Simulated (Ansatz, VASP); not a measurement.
# AlN: VASP beside Ansatz

```
CELL_PARAMETERS angstrom
3.41638 0.00000 0.00000
-1.70819 2.99806 0.00757
0.00000 0.01106 4.38752
ATOMIC_POSITIONS crystal
Al 0.33638 0.67275 0.74207
Al 0.65786 0.31573 0.25970
N 0.33574 0.67147 0.23382
N 0.67002 0.34005 0.76441
```

Alike in both runs: task single point; functional PBEsol; k mesh 9 × 9 × 6; occupations gaussian, width 0.02 eV; no spin polarisation.

|  | VASP | Ansatz |
| --- | --- | --- |
| version | VASP 6.6.1 | Ansatz 0.2.0 |
| potentials or method | VASP PAW PBE potentials, release 64 (Al, N), cutoff 520 eV | scalar-relativistic, plane waves, PAW |
| valence electrons in the cell | 16 | 16 |

```tsv
	VASP	Ansatz	Ansatz less VASP
gap on the k mesh at the Fermi level (eV)	2.26	2.25	-0.009
least direct gap on the mesh (eV)	2.26	2.25	-0.009
pressure (GPa)	-22.1	-22.0	+0.09
traceless stress, the component that is largest in VASP (GPa)	1.44	1.44	-0.001
rms of the force components (eV/Å)	0.642	0.639	-0.0028
```

VASP's potentials were made for PBE, not for PBEsol. Atom by atom the forces differ by 0.003 eV/Å (rms over components).
